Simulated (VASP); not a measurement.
The system is InSe2.

```xyz
6
Lattice="3.8949 0.0000 0.0000 0.0000 3.8949 0.0000 0.0000 0.0000 9.6262" Properties=species:S:1:pos:R:3 pbc="T T T"
In    0.0000    1.9474    6.8006
In    1.9474    0.0000    2.8256
Se    0.0000    1.9474    3.5252
Se    1.9474    0.0000    6.1010
Se    0.0000    0.0000    0.0000
Se    1.9474    1.9474    0.0000
```

```yaml
Program: VASP 6.6.1
Task: relaxation of cell and atoms
Functional: LDA
Potentials_or_basis: VASP PAW LDA potentials, release 64 (In_d, Se)
Cutoff: 600 eV
k_mesh: 10 × 10 × 4
Occupations: gaussian, width 0.1 eV
Spin: no spin polarisation
```

At the start: pressure -4.8 GPa; volume 24.34 Å³/atom.

Problem. How do energy, volume and symmetry change on relaxing?

Solution. Over 26 steps the energy falls by 31.6 meV/atom and the volume is 22.31 Å³/atom (-8.3 %); space group P4/nmm (No. 129, to 0.1 Å) before and after.

Step by step:
| step | energy change (eV) | largest force (eV/Å) | pressure (GPa) | volume (Å³) |
| --- | --- | --- | --- | --- |
| 1 | 0.0000 | 0.1751 | -4.81 | 146.03 |
| 2 | -0.1162 | 0.1432 | 3.02 | 131.10 |
| 3 | -0.1704 | 0.0239 | -0.23 | 136.13 |
| 4 | -0.1806 | 0.0274 | -0.14 | 135.24 |
| 5 | -0.1873 | 0.0448 | 0.03 | 133.81 |
| 6 | -0.1874 | 0.0480 | 0.06 | 133.69 |
| 7 | -0.1874 | 0.0459 | 0.04 | 133.74 |
| 8 | -0.1877 | 0.0471 | -0.04 | 133.88 |
| 9 | -0.1881 | 0.0486 | -0.17 | 134.09 |
| 10 | -0.1878 | 0.0511 | -0.42 | 134.52 |
| 11 | -0.1881 | 0.0495 | -0.26 | 134.23 |
| 12 | -0.1882 | 0.0469 | -0.25 | 134.22 |
| 13 | -0.1885 | 0.0440 | -0.23 | 134.17 |
| 14 | -0.1890 | 0.0355 | -0.18 | 134.08 |
| 15 | -0.1893 | 0.0399 | -0.07 | 133.91 |
| 16 | -0.1894 | 0.0352 | -0.01 | 133.84 |
| 17 | -0.1895 | 0.0257 | 0.07 | 133.70 |
| 18 | -0.1895 | 0.0215 | 0.10 | 133.65 |
| 19 | -0.1896 | 0.0166 | 0.09 | 133.68 |
| 20 | -0.1897 | 0.0159 | 0.02 | 133.79 |
| 21 | -0.1897 | 0.0156 | -0.01 | 133.81 |
| 22 | -0.1897 | 0.0173 | -0.01 | 133.81 |
| 23 | -0.1897 | 0.0171 | 0.00 | 133.80 |
| 24 | -0.1897 | 0.0140 | 0.00 | 133.81 |
| 25 | -0.1897 | 0.0105 | 0.02 | 133.84 |
| 26 | -0.1897 | 0.0086 | 0.02 | 133.86 |

Final structure:
```xyz
6
Lattice="3.8106 0.0000 0.0000 0.0000 3.8106 0.0000 0.0000 0.0000 9.2184" Properties=species:S:1:pos:R:3 pbc="T T T"
In    0.0000    1.9053    6.4746
In    1.9053    0.0000    2.7438
Se    0.0000    1.9053    3.3830
Se    1.9053    0.0000    5.8353
Se    0.0000    0.0000    0.0000
Se    1.9053    1.9053    0.0000
```
